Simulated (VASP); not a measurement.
Set up this calculation in VASP 6.6.1, as the native input.

```
Task                   : relaxation of cell and atoms
Functional             : r2SCAN
Potentials or basis    : VASP PAW PBE potentials, release 64 (Ta_pv, N)
Cutoff                 : 600 eV
k mesh                 : 17 × 17 × 17
Occupations            : fermi-dirac, width 0.08 eV
Spin                   : no spin polarisation
Dipole correction      : no
Further INCAR settings : ALGO = Normal; EDIFF = 1e-07; IBRION = 2; EDIFFG = -0.005; NSW = 60; ISIF = 3
```

The system is TaN (rocksalt type).

```
Ta N
1.0
     0.00000    2.15443    2.15443
     2.15443    0.00000    2.15443
     2.15443    2.15443    0.00000
Ta N
1 1
Direct
  0.00000 0.00000 0.00000
  0.50000 0.50000 0.50000
```

The input as run:

POSCAR

```
TaN
1.0
    0.0000000000      2.1544346900      2.1544346900
    2.1544346900      0.0000000000      2.1544346900
    2.1544346900      2.1544346900      0.0000000000
Ta N
1 1
Direct
    0.0000000000      0.0000000000      0.0000000000
    0.5000000000      0.5000000000      0.5000000000
```

INCAR.step1

```
SYSTEM = TaN
PREC = Accurate
ENCUT = 600
ISMEAR = -1
SIGMA = 0.08
LREAL = .FALSE.
LASPH = .TRUE.
NELM = 100
GGA = PE
ALGO = Normal
EDIFF = 1E-4
LWAVE = .TRUE.
LCHARG = .FALSE.
```

INCAR.step2

```
SYSTEM = TaN
PREC = Accurate
ENCUT = 600
EDIFF = 1E-7
ISMEAR = -1
SIGMA = 0.08
LREAL = .FALSE.
LASPH = .TRUE.
NELM = 100
ALGO = Normal
ISIF = 3
LWAVE = .FALSE.
LCHARG = .FALSE.
METAGGA = R2SCAN
LMIXTAU = .TRUE.
IBRION = 2
NSW = 60
EDIFFG = -0.005
ISTART = 1
```

KPOINTS

```
regular mesh
0
G
  17 17 17
  0 0 0
```

Potentials or basis: VASP PAW PBE potentials, release 64 (Ta_pv, N).

Run with:

```sh
$ cat potpaw_PBE.64/Ta_pv/POTCAR potpaw_PBE.64/N/POTCAR > POTCAR
$ cp INCAR.step1 INCAR
$ mpirun -np 1 vasp_std > vasp.out
$ cp INCAR.step2 INCAR
$ mpirun -np 1 vasp_std > vasp.out
```

Results of the run:

* Relaxed volume: 10.68 Å³/atom
* Relaxed cell: a = 3.114 Å, b = 3.114 Å, c = 3.114 Å, α = 60.00°, β = 60.00°, γ = 60.00°
* Space group after relaxing (to 0.05 Å): Fm-3m (No. 225)
* Energy gained by relaxing: 53.4 meV/atom
* Ionic steps: 16
* Pressure after relaxing: 0.1 GPa
* Band gap on the k mesh: zero (band 8 reaches 11.42 eV, above the bottom of band 9 at 7.41 eV)

Caveat: the PAW data sets were made with another functional, which shifts forces and pressure a little; spin-orbit coupling is left out, which moves the levels of the heavy elements.

It took 11 min on 1 thread of Intel Xeon 6975P-C, on a shared host, peak memory 0.21 GiB.
